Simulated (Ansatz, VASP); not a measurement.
## One calculation of TiO2, two programs

File INCAR:

```
ALGO = Normal ; EDIFF = 1E-6
ENCUT = 520 ; ISIF = 2
ISMEAR = -1 ; LASPH = True
LCHARG = False ; LREAL = False
LWAVE = False ; NBANDS = 19
NELM = 60 ; PREC = Accurate
SIGMA = 0.05
```

Contents of KPOINTS:

```
k-points
0
Gamma
  10 10 10
```

File POSCAR:

```
TiO2
1.0
    1.4667648451      0.8468370781      6.8390239066
   -1.4667648451      0.8468370781      6.8390239066
    0.0000000000     -1.6936741564      6.8390239066
Ti O
1 2
Direct
    0.0000000000      0.0000000000      0.0000000000
    0.3795330000      0.3795330000      0.3795330000
    0.6204670000      0.6204670000      0.6204670000
```

Contents of input.yaml:

```yaml
crystal:
  lattice:
    - [1.4667648451, 0.8468370781, 6.8390239066]
    - [-1.4667648451, 0.8468370781, 6.8390239066]
    - [0.0, -1.6936741564, 6.8390239066]
  atoms:
    - { symbol: Ti, position: [0.0, 0.0, 0.0] }
    - { symbol: O, position: [0.379533, 0.379533, 0.379533] }
    - { symbol: O, position: [0.620467, 0.620467, 0.620467] }
kpoints:
  mp_grid: { grid: [10, 10, 10] }
scf:
  occupations: { method: fermi_dirac, width: 0.05 }
hamiltonian:
  xc: lda
  pseudopotentials: { kind: all_electron, lapw: { basis_error: 0.002 } }
output:
  forces: true
  stress: true
  eigenvalues: true
```

Change from the starting cell: volume scaled by 0.94.

Alike in both runs: task single point; functional LDA; k mesh 10 × 10 × 10; occupations fermi-dirac, width 0.05 eV; no spin polarisation.

```csv
,VASP,Ansatz
version,VASP 6.6.1,Ansatz 0.2.0
potentials or method,"VASP PAW LDA potentials, release 64 (Ti_sv, O), cutoff 520 eV","all-electron LAPW, scalar-relativistic"
```

Ansatz gave:

- gap on the k mesh at the Fermi level (eV): 2.81
- least direct gap on the mesh (eV): 2.96
- pressure (GPa): 0.6
- traceless stress, the component that is largest in VASP (GPa): -0.04
- rms of the force components (eV/Å): 0.046

Estimate VASP's values.

gap on the k mesh at the Fermi level (eV): 2.79; least direct gap on the mesh (eV): 2.94; pressure (GPa): 1.3; traceless stress, the component that is largest in VASP (GPa): -0.38; rms of the force components (eV/Å): 0.084.

LDA's correlation is that of Perdew and Zunger in VASP and of Perdew and Wang (1992) in Ansatz. Atom by atom the forces differ by 0.038 eV/Å (rms over components). Ansatz ran all-electron here, and VASP with PAW potentials.
